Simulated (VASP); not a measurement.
Set up this calculation in VASP 6.6.1, as the native input.

```
Task                   : single point
Functional             : PBEsol
Potentials or basis    : VASP PAW PBE potentials, release 64 (Sn_d)
Cutoff                 : 520 eV
k mesh                 : 7 × 7 × 10
Occupations            : fermi-dirac, width 0.05 eV
Spin                   : no spin polarisation
Dipole correction      : no
Further INCAR settings : ALGO = Normal; EDIFF = 1e-06; NBANDS = 28
```

The structure of Sn lies in POSCAR:

```
Sn
1.0
    4.9344297802      0.0000000000      0.0000000000
   -2.4672148901      4.2733415428      0.0000000000
    0.0000000000      0.0000000000      2.9566206537
Sn
3
Direct
    0.0000000000      0.0000000000      0.0000000000
    0.3333333333      0.6666666667      0.5000000000
    0.6666666667      0.3333333333      0.5000000000
```

The input as run:

INCAR

```
ALGO = Normal
EDIFF = 1E-6
ENCUT = 520
GGA = PS
ISIF = 2
ISMEAR = -1
LASPH = True
LCHARG = True
LELF = True
LREAL = False
LVHAR = True
LWAVE = False
NBANDS = 28
NELM = 100
PREC = Accurate
SIGMA = 0.05
```

KPOINTS

```
k-points
0
Gamma
  7 7 10
```

Potentials or basis: VASP PAW PBE potentials, release 64 (Sn_d).

Command:

```console
$ cat potpaw_PBE.64/Sn_d/POTCAR > POTCAR
$ mpirun -np 1 vasp_std > vasp.out
```

It gave:

| Quantity | Value |
| --- | --- |
| Pressure | 23.0 GPa |
| Band gap on the k mesh | zero (band 21 reaches 13.91 eV, above the bottom of band 22 at 8.13 eV) |

Caveat: the PAW data sets were made with another functional, which shifts forces and pressure a little; spin-orbit coupling is left out, which moves the levels of the heavy elements.

It took 44 s on 1 thread of AMD EPYC 9R45 (Zen 5) (shared host), peak memory 0.18 GiB.
